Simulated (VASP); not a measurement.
Input of a VASP 6.6.1 run:

INCAR

```
SYSTEM = Cd
  PREC = Accurate
  ENCUT = 520
  EDIFF = 1E-7
  ISMEAR = -1
  SIGMA = 0.05
  LREAL = .False.
  LASPH = .True.
  NELM = 80
  ALGO = Fast
  ISIF = 2
  LWAVE = .False.
  LCHARG = .False.
  GGA = PS
  NBANDS = 19
```

KPOINTS

```
Automatic mesh
0
Gamma
  10 10 5
  0 0 0
```

File POSCAR:

```
Cd
1.0
    3.0372940483      0.0000000000      0.0000000000
   -1.5186470242      2.6303738046      0.0000000000
    0.0000000000      0.0000000000      5.7278279719
Cd
2
Direct
    0.6666666667      0.3333333333      0.7500000000
    0.3333333333      0.6666666667      0.2500000000
```

Potentials or basis: VASP PAW PBE potentials, release 64 (Cd).

Run with:

```sh
$ cat potpaw_PBE.64/Cd/POTCAR > POTCAR
$ mpirun -np 1 vasp_std > vasp.out
```

**Question.** What does it give for the pressure?

**Answer.** -3.9 GPa.

**Question.** Estimate the band gap on the k mesh.

**Answer.** Zero (band 12 reaches 3.34 eV, above the bottom of band 13 at -0.42 eV).

Stress tensor (GPa, compression positive):
```
-4.03  0.00  0.00
 0.00 -4.03  0.00
 0.00  0.00 -3.63
```

Caveat: the PAW data sets were made with another functional, which shifts forces and pressure a little.
